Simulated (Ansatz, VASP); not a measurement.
## Two plane-wave programs on PbO

```xyz
4
Lattice="3.8552 0.0000 0.0000 0.0000 3.8552 0.0000 0.0000 0.0000 5.1727" Properties=species:S:1:pos:R:3 pbc="T T T"
Pb    0.0000    1.9276    1.2161
Pb    1.9276    0.0000    3.9566
O     0.0000    0.0000    0.0000
O     1.9276    1.9276    0.0000
```

Change from the starting cell: strain -0.030 along x and y, +0.030 along z, atoms carried along.

Alike in both runs: task single point; functional PBEsol; k mesh 8 × 8 × 6; occupations gaussian, width 0.05 eV; no spin polarisation.

|  | VASP | Ansatz |
| --- | --- | --- |
| version | VASP 6.6.1 | Ansatz 0.2.0 |
| potentials or method | VASP PAW PBE potentials, release 64 (Pb_d, O), cutoff 520 eV | scalar-relativistic, plane waves, PAW |
| valence electrons in the cell | 40 | 40 |

|  | VASP | Ansatz | Ansatz less VASP |
| --- | --- | --- | --- |
| gap on the k mesh at the Fermi level (eV) | 0.98 | 0.97 | -0.008 |
| least direct gap on the mesh (eV) | 2.19 | 2.19 | -0.001 |
| pressure (GPa) | 4.6 | 4.5 | -0.10 |
| traceless stress, the component that is largest in VASP (GPa) | -2.45 | -2.45 | +0.001 |
| rms of the force components (eV/Å) | 0.144 | 0.124 | -0.0203 |

VASP's potentials were made for PBE, not for PBEsol. Atom by atom the forces differ by 0.020 eV/Å (rms over components).

Spin-orbit coupling is off throughout.
